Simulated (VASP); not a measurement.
# MnO in VASP: a series of runs

The runs below take MnO through single point, with PBE+U.

All numbers are computed with VASP 6.6.1; they aren't measurements. Logs are shortened: lines on timing, memory, paths and dates and some standing lists are left out, and cuts for length are marked.

## (1) The cell of the first run

It takes space group Fm-3m (No. 225, cubic). The conventional cell has a = 4.459 Å, b = 4.459 Å, c = 4.459 Å, α = 90.00°, β = 90.00°, γ = 90.00°. Mn (site symmetry m-3m) has 6 O at 2.23 Å within 2.9 Å. O (site symmetry m-3m) has 6 Mn at 2.23 Å within 2.9 Å.

## (2) Single point, PBE+U, collinear spin, ferromagnetic start

File INCAR:

```
  ALGO = Normal
  EDIFF = 1E-6
  ENCUT = 600
  GGA = PE
  GGA_COMPAT = F
  ISIF = 2
  ISMEAR = 0
  ISPIN = 2
  LASPH = T
  LCHARG = F
  LDAU = T
  LDAUJ = 0 0
  LDAUL = 2 -1
  LDAUPRINT = 1
  LDAUTYPE = 2
  LDAUU = 3.9 0
  LMAXMIX = 4
  LORBIT = 11
  LREAL = F
  LWAVE = F
  MAGMOM = 5 0
  NBANDS = 22
  NELM = 200
  PREC = Accurate
  SIGMA = 0.05
```

File KPOINTS:

```
k-points
0
Gamma
  12 12 12
```

File POSCAR:

```
MnO
1.0
    0.0000000000      2.2293821140      2.2293821140
    2.2293821140      0.0000000000      2.2293821140
    2.2293821140      2.2293821140      0.0000000000
Mn O
1 1
Direct
    0.0000000000      0.0000000000      0.0000000000
    0.5000000000      0.5000000000      0.5000000000
```

Potentials or basis: VASP PAW PBE potentials, release 64 (Mn_sv, O).

Started as:

```sh
$ cat potpaw_PBE.64/Mn_sv/POTCAR potpaw_PBE.64/O/POTCAR > POTCAR
$ mpirun -np 1 vasp_std > vasp.out
```

OUTCAR:

```text
EDIFF = 1E-6
   ENCUT = 600
   GGA = PE
   ISIF = 2
   ISMEAR = 0
   ISPIN = 2
   LASPH = T
   LORBIT = 11
   LREAL = F
   NELM = 200
   PREC = Accurate

 ion  position               nearest neighbor table
   1  0.000  0.000  0.000-   2 2.23   2 2.23   2 2.23   2 2.23   2 2.23   2 2.23
   2  0.500  0.500  0.500-   1 2.23   1 2.23   1 2.23   1 2.23   1 2.23   1 2.23

  LATTYP: Found a face centered cubic cell.
 ALAT       =     4.4587642280

  Lattice vectors:

 A1 = (   0.0000000000,   2.2293821140,   2.2293821140)
 A2 = (   2.2293821140,   0.0000000000,   2.2293821140)
 A3 = (   2.2293821140,   2.2293821140,   0.0000000000)

Analysis of symmetry for initial positions (statically):
=====================================================================
 Subroutine PRICEL returns:
 Original cell was already a primitive cell.

 Routine SETGRP: Setting up the symmetry group for a
 face centered cubic supercell.

 Subroutine GETGRP returns: Found 48 space group operations
 (whereof 48 operations were pure point group operations)
 out of a pool of 48 trial point group operations.

The static configuration has the point symmetry O_h .

Analysis of symmetry for dynamics (positions and initial velocities):
=====================================================================
 Subroutine PRICEL returns:
 Original cell was already a primitive cell.

 Routine SETGRP: Setting up the symmetry group for a
 face centered cubic supercell.

 Subroutine GETGRP returns: Found 48 space group operations
 (whereof 48 operations were pure point group operations)
 out of a pool of 48 trial point group operations.

The dynamic configuration has the point symmetry O_h .

Analysis of structural, dynamic, and magnetic symmetry:
=====================================================================
 Subroutine PRICEL returns:
 Original cell was already a primitive cell.

 Routine SETGRP: Setting up the symmetry group for a
 face centered cubic supercell.

 Subroutine GETGRP returns: Found 48 space group operations
 (whereof 48 operations were pure point group operations)
 out of a pool of 48 trial point group operations.

The overall configuration has the point symmetry O_h .

 Subroutine INISYM returns: Found 48 space group operations
 (whereof 48 operations are pure point group operations),
 and found     1 'primitive' translations

----------------------------------------------------------------------------------------

                                     Primitive cell

  volume of cell :      22.1607

  direct lattice vectors                    reciprocal lattice vectors
     0.000000000  2.229382114  2.229382114    -0.224277389  0.224277389  0.224277389
     2.229382114  0.000000000  2.229382114     0.224277389 -0.224277389  0.224277389
     2.229382114  2.229382114  0.000000000     0.224277389  0.224277389 -0.224277389

  length of vectors
     3.152822421  3.152822421  3.152822421     0.388459833  0.388459833  0.388459833

  position of ions in fractional coordinates (direct lattice)
     0.000000000  0.000000000  0.000000000
     0.500000000  0.500000000  0.500000000

  ion indices of the primitive-cell ions
   primitive index   ion index
                 1           1
                 2           2

----------------------------------------------------------------------------------------

 KPOINTS: k-points

Automatic generation of k-mesh.
 Grid dimensions read from file:
 generate k-points for:   12   12   12

 Generating k-lattice:

  Cartesian coordinates                     Fractional coordinates (reciprocal lattice)
    -0.018689782  0.018689782  0.018689782     0.083333333  0.000000000  0.000000000
     0.018689782 -0.018689782  0.018689782     0.000000000  0.083333333  0.000000000
     0.018689782  0.018689782 -0.018689782     0.000000000  0.000000000  0.083333333

  Length of vectors
     0.032371653  0.032371653  0.032371653

  Shift w.r.t. Gamma in fractional coordinates (k-lattice)
     0.000000000  0.000000000  0.000000000

 Subroutine IBZKPT returns following result:
 ===========================================

 Found     72 irreducible k-points:

 Following reciprocal coordinates:
            Coordinates               Weight
  0.000000  0.000000  0.000000      1.000000
  0.083333  0.000000  0.000000      8.000000
  0.166667  0.000000  0.000000      8.000000
  0.250000  0.000000  0.000000      8.000000
  0.333333  0.000000  0.000000      8.000000
  0.416667  0.000000  0.000000      8.000000
[... 16 lines left out ...]
  0.500000  0.166667  0.000000     24.000000
 -0.416667  0.166667  0.000000     24.000000
 [... further k-points ...]
   k-points           NKPTS =     72   k-points in BZ     NKDIM =     72   number of bands    NBANDS=     22
   number of dos      NEDOS =    301   number of ions     NIONS =      2
   total plane-waves  NPLWV =  21952
   dimension x,y,z NGX =    28 NGY =   28 NGZ =   28
   dimension x,y,z NGXF=    56 NGYF=   56 NGZF=   56
[... 82 lines left out ...]
  o =  0.0523  v =  0.0000  0.0000  0.0000  0.0000  0.0000 -0.0000 -0.0000 -0.9999  0.0000  0.0139      0.0000  0.0000  0.0000  0.0000  0.0000  0.0000  0.0000  0.0000  0.0000  0.0000
  o =  0.9110  v =  1.0000  0.0000  0.0000  0.0000  0.0000  0.0000  0.0000  0.0000  0.0000  0.0000      0.0000  0.0000  0.0000  0.0000  0.0000  0.0000  0.0000  0.0000  0.0000  0.0000
  o =  0.9110  v =  0.0000  0.9996  0.0000  0.0281  0.0000  0.0000  0.0000  0.0000  0.0000  0.0000      0.0000  0.0000  0.0000  0.0000  0.0000  0.0000  0.0000  0.0000  0.0000  0.0000
  o =  0.9110  v =  0.0000 -0.0281  0.0000  0.9996 -0.0000  0.0000  0.0000  0.0000  0.0000  0.0000      0.0000  0.0000  0.0000  0.0000  0.0000  0.0000  0.0000  0.0000  0.0000  0.0000
  o =  0.9436  v =  0.0000 -0.0000  0.9996 -0.0000 -0.0292  0.0000  0.0000  0.0000  0.0000  0.0000      0.0000  0.0000  0.0000  0.0000  0.0000  0.0000  0.0000  0.0000  0.0000  0.0000
  o =  0.9436  v =  0.0000 -0.0000  0.0292  0.0000  0.9996  0.0000  0.0000  0.0000  0.0000  0.0000      0.0000  0.0000  0.0000  0.0000  0.0000  0.0000  0.0000  0.0000  0.0000  0.0000

 number of electron      21.0000010 magnetization       5.0000004

 Free energy of the ion-electron system (eV)
  ---------------------------------------------------
  ext. energy  EPLUGINS =         0.00000000
  ---------------------------------------------------
  free energy    TOTEN  =       -15.32039405 eV

  energy without entropy =      -15.32038819  energy(sigma->0) =      -15.32039112

 E-fermi :   8.6306     XC(G=0): -11.7988

 val. band max:        8.5407027421   @ k =   0.5000   0.0000   0.0000
 cond. band min:       8.6864778855   @ k =   0.0000   0.0000   0.0000
 fundamental gap:      0.1457751433
 Fermi energy:         8.6306046249

 spin component 1

 k-point     1 :       0.0000    0.0000    0.0000
  band No.  band energies     occupation
      1     -72.4701      1.00000
      2     -41.2131      1.00000
      3     -41.2131      1.00000
      4     -41.2131      1.00000
      5     -10.7994      1.00000
      6       4.5394      1.00000
[... 14 lines left out ...]
     21      28.6240      0.00000
     22      31.0465      0.00000
[... 552 lines left out ...]
  band No.  band energies     occupation
      1     -72.4634      1.00000
      2     -41.2687      1.00000
      3     -41.2323      1.00000
      4     -41.2240      1.00000
      5      -9.8036      1.00000
      6       1.2652      1.00000
[... 14 lines left out ...]
     21      33.4385      0.00000
     22      34.6023      0.00000

 [... further k-points ...]

 spin component 2

 k-point     1 :       0.0000    0.0000    0.0000
  band No.  band energies     occupation
      1     -67.4234      1.00000
      2     -36.2466      1.00000
      3     -36.2466      1.00000
      4     -36.2466      1.00000
      5     -10.4119      1.00000
      6       6.0347      1.00000
[... 14 lines left out ...]
     21      31.1193      0.00000
     22      33.7971      0.00000
[... 552 lines left out ...]
  band No.  band energies     occupation
      1     -67.4151      1.00000
      2     -36.3187      1.00000
      3     -36.2705      1.00000
      4     -36.2597      1.00000
      5      -9.4422      1.00000
      6       2.4540      1.00000
[... 14 lines left out ...]
     21      34.3482      0.00000
     22      36.1589      0.00000

 [... further k-points ...]

------------------------ aborting loop because EDIFF is reached ----------------------------------------

  FORCE on cell =-STRESS in cart. coord.  units (eV):
  Direction    XX          YY          ZZ          XY          YZ          ZX
  --------------------------------------------------------------------------------------
  -------------------------------------------------------------------------------------
  Total        0.4880078      0.4880078      0.4880078      0.0000000      0.0000000      0.0000000
  in kB       35.2820498     35.2820498     35.2820498      0.0000000      0.0000000      0.0000000
  external PRESSURE =      35.2820498 kB  Pullay stress =       0.0000000 kB

 VOLUME and BASIS-vectors are now :
 -----------------------------------------------------------------------------
  energy-cutoff  :      600.00
  volume of cell :       22.16
      direct lattice vectors                 reciprocal lattice vectors
     0.000000000  2.229382114  2.229382114    -0.224277389  0.224277389  0.224277389
     2.229382114  0.000000000  2.229382114     0.224277389 -0.224277389  0.224277389
     2.229382114  2.229382114  0.000000000     0.224277389  0.224277389 -0.224277389

 POSITION                                       TOTAL-FORCE (eV/Angst)
 -----------------------------------------------------------------------------------
      0.00000      0.00000      0.00000         0.000000      0.000000      0.000000
      2.22938      2.22938      2.22938        -0.000000     -0.000000     -0.000000
 -----------------------------------------------------------------------------------
    total drift:                                0.000000      0.000000      0.000000

  FREE ENERGIE OF THE ION-ELECTRON SYSTEM (eV)
  ---------------------------------------------------
  free  energy   TOTEN  =       -15.3203940526 eV

  energy  without entropy=      -15.3203881926  energy(sigma->0) =      -15.32039112

 total charge

# of ion       s       p       d       tot
------------------------------------------
    1        2.115   6.013   4.743  12.871
    2        1.551   3.452   0.000   5.004
--------------------------------------------------
tot          3.666   9.465   4.743  17.874

 magnetization (x)

# of ion       s       p       d       tot
------------------------------------------
    1        0.023   0.015   4.456   4.494
    2        0.025   0.143   0.000   0.168
--------------------------------------------------
tot          0.048   0.158   4.456   4.662
```

Wall time 61 s (1 thread of AMD EPYC 9R45 (Zen 5), shared host); peak memory 0.18 GiB.

Results:

```
Free energy                                           : -15.3204 eV
Pressure                                              : 3.5 GPa
Band gap on the k mesh                                : 0.15 eV (least direct gap 2.65 eV)
Net moment                                            : 5.00 μB per cell
Site moments                                          : Mn +4.49; O +0.17 μB
Valence electrons inside the program's atomic spheres : Mn 12.87; O 5.00
```

Levels at points of the mesh, in eV from the valence-band top:
Spin up:
```csv
k point,band 10,band 11,band 12,band 13,band 14,band 15,band 16,band 17
"(0.00, 0.00, 0.00)",-3.66,-2.83,-2.83,-2.83,0.15,14.57,16.33,16.33
"(0.50, 0.00, 0.00)",-3.22,-2.46,0.00,0.00,4.11,8.38,12.43,12.43
"(0.50, 0.50, 0.00)",-3.29,-2.98,-2.98,-2.87,5.57,8.54,10.44,14.25
```
Spin down:
| k point | band 4 | band 5 | band 6 | band 7 | band 8 | band 9 | band 10 | band 11 | band 12 | band 13 |
| --- | --- | --- | --- | --- | --- | --- | --- | --- | --- | --- |
| (0.00, 0.00, 0.00) | -44.79 | -18.95 | -2.51 | -2.51 | -2.51 | 1.49 | 3.07 | 3.07 | 3.07 | 3.74 |
| (0.50, 0.00, 0.00) | -44.80 | -18.00 | -6.47 | -3.75 | -3.75 | 4.19 | 4.50 | 4.50 | 5.17 | 5.91 |
| (0.50, 0.50, 0.00) | -44.82 | -18.00 | -5.61 | -3.50 | -3.50 | 1.14 | 4.42 | 4.46 | 5.04 | 5.04 |

Eigenvalues of the final occupation matrices:
```csv
site,spin,trace,eigenvalues
site 1 d,1,4.62,0.91 0.91 0.91 0.94 0.94
site 1 d,2,0.15,0.01 0.01 0.01 0.05 0.05
```

Caveat: the cell stands under pressure; a cell with one magnetic atom can't hold antiferromagnetic order, which such compounds often take.

## (3) Single point, PBE+U, collinear spin, antiferromagnetic start (12.27 Å³/atom)

File INCAR:

```
SYSTEM = MnO
PREC = Accurate
ENCUT = 520
EDIFF = 1E-7
ISMEAR = 0
SIGMA = 0.05
LREAL = .False.
LASPH = .True.
NELM = 150
ALGO = Normal
ISIF = 2
LWAVE = .False.
LCHARG = .False.
ISPIN = 2
MAGMOM = 4.76 -4.76 0 0
LORBIT = 11
LMAXMIX = 4
LDAU = .True.
LDAUTYPE = 2
LDAUL = 2 -1
LDAUU = 3.9 0
LDAUJ = 0 0
LDAUPRINT = 1
GGA = PE
NBANDS = 31
```

File KPOINTS:

```
regular mesh
0
Gamma
  12 12 6
  0 0 0
```

File POSCAR:

```
MnO
1.0
    0.0000000000      2.3178361527      2.3178361527
    2.3178361527      0.0000000000      2.3178361527
    4.5892552919      4.5892552919      0.0464170134
Mn O
2 2
Direct
    0.0000000000      0.0000000000      0.0000000000
    0.0000000000      0.0000000000      0.5000000000
    0.5000000001      0.5000000001      0.2499999998
    0.4999999999      0.4999999999      0.7500000002
```

Potentials or basis: VASP PAW PBE potentials, release 64 (Mn_pv, O).

Started as:

```sh
$ cat potpaw_PBE.64/Mn_pv/POTCAR potpaw_PBE.64/O/POTCAR > POTCAR
$ mpirun -np 1 vasp_std > vasp.out
```

It took 1.9 min on 1 thread of Intel Xeon 6975P-C (Granite Rapids), shared host; peak memory 0.33 GiB.

Results (log left out):

```
Free energy                                           : -30.9903 eV
Pressure                                              : -9.5 GPa
Band gap on the k mesh                                : 1.39 eV
Net moment                                            : 0.00 μB per cell
Site moments                                          : Mn +4.60, -4.60; O +0.00 μB
Valence electrons inside the program's atomic spheres : Mn 11.25; O 4.96
```

Levels at points of the mesh, in eV from the valence-band top:
Spin up:
```tsv
k point	band 17	band 18	band 19	band 20	band 21	band 22
(0.00, 0.00, 0.00)	-1.22	-0.51	-0.51	1.39	4.77	4.85
(0.50, 0.00, 0.00)	-2.04	-0.34	-0.30	3.98	5.44	5.49
(0.00, 0.00, 0.50)	-1.86	0.00	0.00	3.73	3.79	4.80
(0.50, 0.00, 0.50)	-1.85	-0.62	-0.27	3.82	5.27	5.61
```
Spin down:
| k point | band 17 | band 18 | band 19 | band 20 | band 21 | band 22 |
| --- | --- | --- | --- | --- | --- | --- |
| (0.00, 0.00, 0.00) | -1.22 | -0.51 | -0.51 | 1.39 | 4.77 | 4.85 |
| (0.50, 0.00, 0.00) | -2.04 | -0.34 | -0.30 | 3.98 | 5.44 | 5.49 |
| (0.00, 0.00, 0.50) | -1.86 | 0.00 | 0.00 | 3.73 | 3.79 | 4.80 |
| (0.50, 0.00, 0.50) | -1.85 | -0.62 | -0.27 | 3.82 | 5.27 | 5.61 |

Eigenvalues of the final occupation matrices:
```csv
site,spin,trace,eigenvalues
site 1 d,1,4.75,0.94 0.94 0.94 0.97 0.97
site 1 d,2,0.18,0.02 0.02 0.02 0.07 0.07
site 2 d,1,0.18,0.02 0.02 0.02 0.07 0.07
site 2 d,2,4.75,0.94 0.94 0.94 0.97 0.97
```

Caveat: the cell stands under tension. A k mesh can miss the band edges.

## (4) Single point, PBE+U, collinear spin, antiferromagnetic start (12.61 Å³/atom)

File INCAR:

```
SYSTEM = MnO
  PREC = Accurate
  ENCUT = 520
  EDIFF = 1E-7
  ISMEAR = 0
  SIGMA = 0.05
  LREAL = .FALSE.
  LASPH = .TRUE.
  NELM = 150
  ALGO = Normal
  ISIF = 2
  LWAVE = .FALSE.
  LCHARG = .FALSE.
  ISPIN = 2
  MAGMOM = 4.79 -4.79 0 0
  LORBIT = 11
  LMAXMIX = 4
  LDAU = .TRUE.
  LDAUTYPE = 2
  LDAUL = 2 -1
  LDAUU = 3.9 0
  LDAUJ = 0 0
  LDAUPRINT = 1
  GGA = PE
  NBANDS = 31
```

File KPOINTS:

```
regular mesh
0
G
  12 12 6
  0 0 0
```

File POSCAR:

```
MnO
1.0
    0.0000000000      2.3382228923      2.3382228923
    2.3382228923      0.0000000000      2.3382228923
    4.6338615268      4.6338615268      0.0425842577
Mn O
2 2
Direct
    0.0000000000      0.0000000000      0.0000000000
    0.0000000000      0.0000000000      0.5000000000
    0.5000000005      0.5000000005      0.2499999992
    0.4999999995      0.4999999995      0.7500000008
```

Started as:

```sh
$ cat potpaw_PBE.64/Mn_pv/POTCAR potpaw_PBE.64/O/POTCAR > POTCAR
$ mpirun -np 1 vasp_std > vasp.out
```

Wall time 3.2 min (1 thread of Intel Xeon 6975P-C (Granite Rapids), shared host); peak memory 0.36 GiB.

The run converged. Its results:

- Free energy: -30.8993 eV
- Pressure: -12.0 GPa
- Band gap on the k mesh: 1.30 eV
- Net moment: 0.00 μB per cell
- Site moments: Mn +4.61, -4.61; O +0.00 μB
- Valence electrons inside the program's atomic spheres: Mn 11.23; O 4.94

Levels at points of the mesh, in eV from the valence-band top:
Spin up:
| k point | band 17 | band 18 | band 19 | band 20 | band 21 | band 22 |
| --- | --- | --- | --- | --- | --- | --- |
| (0.00, 0.00, 0.00) | -1.12 | -0.48 | -0.48 | 1.30 | 4.76 | 4.85 |
| (0.50, 0.00, 0.00) | -2.03 | -0.34 | -0.30 | 4.01 | 5.39 | 5.47 |
| (0.00, 0.00, 0.50) | -1.72 | 0.00 | 0.00 | 3.63 | 3.75 | 4.77 |
| (0.50, 0.00, 0.50) | -1.86 | -0.63 | -0.27 | 3.86 | 5.23 | 5.57 |
Spin down:
```
           k point  band 17  band 18  band 19  band 20  band 21  band 22
(0.00, 0.00, 0.00)    -1.12    -0.48    -0.48     1.30     4.76     4.85
(0.50, 0.00, 0.00)    -2.03    -0.34    -0.30     4.01     5.39     5.47
(0.00, 0.00, 0.50)    -1.72     0.00     0.00     3.63     3.75     4.77
(0.50, 0.00, 0.50)    -1.86    -0.63    -0.27     3.86     5.23     5.57
```

Eigenvalues of the final occupation matrices:
| site | spin | trace | eigenvalues |
| --- | --- | --- | --- |
| site 1 d | 1 | 4.75 | 0.94 0.94 0.94 0.97 0.97 |
| site 1 d | 2 | 0.17 | 0.02 0.02 0.02 0.06 0.06 |
| site 2 d | 1 | 0.17 | 0.02 0.02 0.02 0.06 0.06 |
| site 2 d | 2 | 4.75 | 0.94 0.94 0.94 0.97 0.97 |

Caveat: the cell stands under tension.

## (5) Summary

```csv
potentials or basis,spin,cell,k mesh,cutoff (eV),gap on the mesh (eV),pressure (GPa),moment (μB)
"VASP PAW PBE potentials, release 64 (Mn_sv, O)","collinear, ferromagnetic start","a = 3.153 Å, angles 60.0°, 2 atoms, atomic positions A",12 × 12 × 12,600,0.15,3.5,5.00
"VASP PAW PBE potentials, release 64 (Mn_pv, O)","collinear, antiferromagnetic start","a = 3.278, b = 3.278, c = 6.490 Å, angles 59.7, 59.7, 60.0°, 4 atoms, atomic positions B",12 × 12 × 6,520,1.39,-9.5,0.00
"VASP PAW PBE potentials, release 64 (Mn_pv, O)","collinear, antiferromagnetic start","a = 3.307, b = 3.307, c = 6.553 Å, angles 59.7, 59.7, 60.0°, 4 atoms, atomic positions B",12 × 12 × 6,520,1.30,-12.0,0.00
```

Alike in all rows: task single point; level PBE+U; Mn d U = 3.9 eV; smearing gaussian 0.05 eV.

Caveats: the cell stands under tension (at least some runs); the cell stands under pressure (at least some runs); a cell with one magnetic atom can't hold antiferromagnetic order, which such compounds often take (at least some runs).

Total energies depend on the potentials used, so only differences within one code and one set of settings carry meaning.
